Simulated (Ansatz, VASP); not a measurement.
**SiC: VASP beside Ansatz**

```xyz
2
Lattice="0.0000 2.0000 2.0000 2.0000 0.0000 2.0000 2.0000 2.0000 0.0000" Properties=species:S:1:pos:R:3 pbc="T T T"
Si    0.0000    0.0000    0.0000
C     2.0000    2.0000    2.0000
```

Alike in both runs: task single point; functional HSE06; k mesh 8 × 8 × 8; occupations gaussian, width 0.05 eV; no spin polarisation.

|  | VASP | Ansatz |
| --- | --- | --- |
| version | VASP 6.6.1 | Ansatz 0.2.0 |
| potentials or method | VASP PAW PBE potentials, release 64 (Si, C), cutoff 520 eV | scalar-relativistic, plane waves, PAW |
| valence electrons in the cell | 8 | 8 |

VASP gave:

| Item | Value |
| --- | --- |
| gap on the k mesh at the Fermi level (eV) | none |
| pressure (GPa) | 2.2 |

**Question.** What did Ansatz give for the same quantities?

**Answer.** gap on the k mesh at the Fermi level (eV): none; pressure (GPa): 2.4.

A gap of «none» marks a metal or a gap that the smearing closes. Ansatz's warnings: filled band counts differ across k points, stress exchange threshold loose, stress scf threshold loose.
